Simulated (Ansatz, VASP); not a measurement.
# One calculation of Sn, two programs

Contents of POSCAR:

```
Sn
1.0
   -1.7797680771      1.7797680771      2.1357216925
    1.7797680771     -1.7797680771      2.1357216925
    1.7797680771      1.7797680771     -2.1357216925
Sn
1
Direct
    0.0000000000      0.0000000000      0.0000000000
```

Contents of INCAR.step1:

```
SYSTEM = Sn
PREC = Accurate ; ENCUT = 520
ISMEAR = 0 ; SIGMA = 0.15
LREAL = .FALSE. ; LASPH = .TRUE.
NELM = 100 ; NBANDS = 13
GGA = PE ; ALGO = Normal
EDIFF = 1E-4 ; LWAVE = .TRUE.
LCHARG = .FALSE.
```

Contents of INCAR.step2:

```
SYSTEM = Sn
PREC = Accurate ; ENCUT = 520
EDIFF = 1E-6 ; ISMEAR = 0
SIGMA = 0.15 ; LREAL = .FALSE.
LASPH = .TRUE. ; NELM = 100
ALGO = Normal ; ISIF = 2
LWAVE = .FALSE. ; LCHARG = .TRUE.
METAGGA = R2SCAN ; LMIXTAU = .TRUE.
LELF = .TRUE. ; LVHAR = .TRUE.
NBANDS = 13 ; ISTART = 1
```

The input KPOINTS:

```
regular mesh
0
G
  24 24 24
  0 0 0
```

Input for Ansatz:

```yaml
crystal:
  lattice:
    - [-1.7797680771, 1.7797680771, 2.1357216925]
    - [1.7797680771, -1.7797680771, 2.1357216925]
    - [1.7797680771, 1.7797680771, -2.1357216925]
  atoms:
    - { symbol: Sn, position: [0.0, 0.0, 0.0] }
basis:
  ecutwfc: 500
kpoints:
  mp_grid: { grid: [24, 24, 24] }
hamiltonian:
  xc: r2scan
scf:
  occupations: { method: gaussian, width: 0.15 }
output:
  forces: true
  stress: true
  eigenvalues: true
```

Alike in both runs: task single point; functional r2SCAN; k mesh 24 × 24 × 24; occupations gaussian, width 0.15 eV; no spin polarisation.

|  | VASP | Ansatz |
| --- | --- | --- |
| version | VASP 6.6.1 | Ansatz 0.2.0 |
| potentials or method | VASP PAW PBE potentials, release 64 (Sn_d), cutoff 520 eV | scalar-relativistic, plane waves, PAW |
| valence electrons in the cell | 14 | 14 |

|  | VASP | Ansatz | Ansatz less VASP |
| --- | --- | --- | --- |
| gap on the k mesh at the Fermi level (eV) | none | none | - |
| pressure (GPa) | 0.2 | 0.2 | 0.00 |
| traceless stress, the component that is largest in VASP (GPa) | -0.24 | -0.24 | +0.003 |

VASP's potentials were made for PBE, not for r2SCAN. A gap of «none» marks a metal or a gap that the smearing closes.
